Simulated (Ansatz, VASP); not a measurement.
**GaN in VASP and in Ansatz**

```
CELL_PARAMETERS angstrom
0.00000 2.34765 2.34765
2.34765 0.00000 2.34765
2.34765 2.34765 0.00000
ATOMIC_POSITIONS crystal
Ga 0.00000 0.00000 0.00000
N 0.75000 0.75000 0.75000
```

Alike in both runs: task single point; functional PBE; k mesh 10 × 10 × 10; occupations gaussian, width 0.02 eV; no spin polarisation.

|  | VASP | Ansatz |
| --- | --- | --- |
| version | VASP 6.6.1 | Ansatz 0.2.0 |
| potentials or method | VASP PAW PBE potentials, release 64 (Ga_d, N), cutoff 600 eV | scalar-relativistic, plane waves, PAW |
| valence electrons in the cell | 18 | 18 |

|  | VASP | Ansatz | Ansatz less VASP |
| --- | --- | --- | --- |
| gap on the k mesh at the Fermi level (eV) | 0.94 | 0.94 | +0.001 |
| least direct gap on the mesh (eV) | 0.94 | 0.94 | +0.001 |
| pressure (GPa) | -13.2 | -13.2 | -0.03 |

The functional is the same, so the differences come from potentials, cutoffs and numerics.
